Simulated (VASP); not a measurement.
Runs of VASP 6.6.1 on Ag. The structure is that of space group Fm-3m (No. 225), or close to it. The cells are those of the table. 

```csv
task,cell,k mesh,cutoff (eV),gap on the mesh (eV),pressure (GPa)
single point,"a = 2.887 Å, angles 60.0°, 1 atom",18 × 18 × 18,520,none,4.8
relaxation of cell and atoms,"relaxed to 40 GPa from a = 2.722 Å, angles 60.0°, 1 atom",18 × 18 × 18,600,none,40.0
single point,"a = 2.902 Å, angles 60.0°, 1 atom",8 × 8 × 8,520,none,(a)
relaxation of cell and atoms,"relaxed to 20 GPa from a = 2.789 Å, angles 60.0°, 1 atom",18 × 18 × 18,600,none,20.0
relaxation of cell and atoms,"relaxed to -2 GPa from a = 2.951 Å, angles 60.0°, 1 atom",18 × 18 × 18,600,none,-2.1
```

Alike in all rows: level PBE; potentials or basis VASP PAW PBE potentials, release 64 (Ag); no spin polarisation; smearing gaussian 0.1 eV.

Estimate the missing entries.

(a) 3.5.

Caveats: the cell is relaxed towards a set pressure, so the enthalpy falls and the energy may rise (some runs).

A k mesh can miss the band edges, and the runs leave out spin-orbit coupling on Ag.

A gap of «none» marks levels without a gap at the run's occupations.
